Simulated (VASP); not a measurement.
Wanted: the native input for a VASP 6.6.1 run.

* Task: single point
* Functional: PBE
* Potentials or basis: VASP PAW PBE potentials, release 64 (Ba_sv, S)
* Cutoff: 520 eV
* k mesh: 8 × 8 × 8
* Occupations: fermi-dirac, width 0.02 eV
* Spin: no spin polarisation
* Dipole correction: no
* Further INCAR settings: ALGO = Normal; EDIFF = 1e-06; NBANDS = 15

The structure of BaS lies in POSCAR:

```
BaS
1.0
    0.0000000000      3.2117958739      3.2117958739
    3.2117958739      0.0000000000      3.2117958739
    3.2117958739      3.2117958739      0.0000000000
Ba S
1 1
Direct
    0.0000000000      0.0000000000      0.0000000000
    0.5000000000      0.5000000000      0.5000000000
```

One way to write it, as run:

INCAR

```
SYSTEM = BaS
PREC = Accurate
ENCUT = 520
EDIFF = 1E-6
ISMEAR = -1
SIGMA = 0.02
LREAL = .FALSE.
LASPH = .TRUE.
NELM = 80
ALGO = Normal
ISIF = 2
LWAVE = .FALSE.
LCHARG = .FALSE.
GGA = PE
NBANDS = 15
```

KPOINTS

```
regular mesh
0
G
  8 8 8
  0 0 0
```

Potentials or basis: VASP PAW PBE potentials, release 64 (Ba_sv, S).

Command:

```bash
$ cat potpaw_PBE.64/Ba_sv/POTCAR potpaw_PBE.64/S/POTCAR > POTCAR
$ mpirun -np 1 vasp_std > vasp.out
```

Results of the run:

The pressure is 0.6 GPa and the band gap on the k mesh is 2.13 eV (least direct gap 2.28 eV).

Caveat: spin-orbit coupling is left out, which moves the levels of the heavy elements.

It took 59 s on 1 thread of AMD EPYC 7R13, with other jobs on the host, peak memory 0.18 GiB.
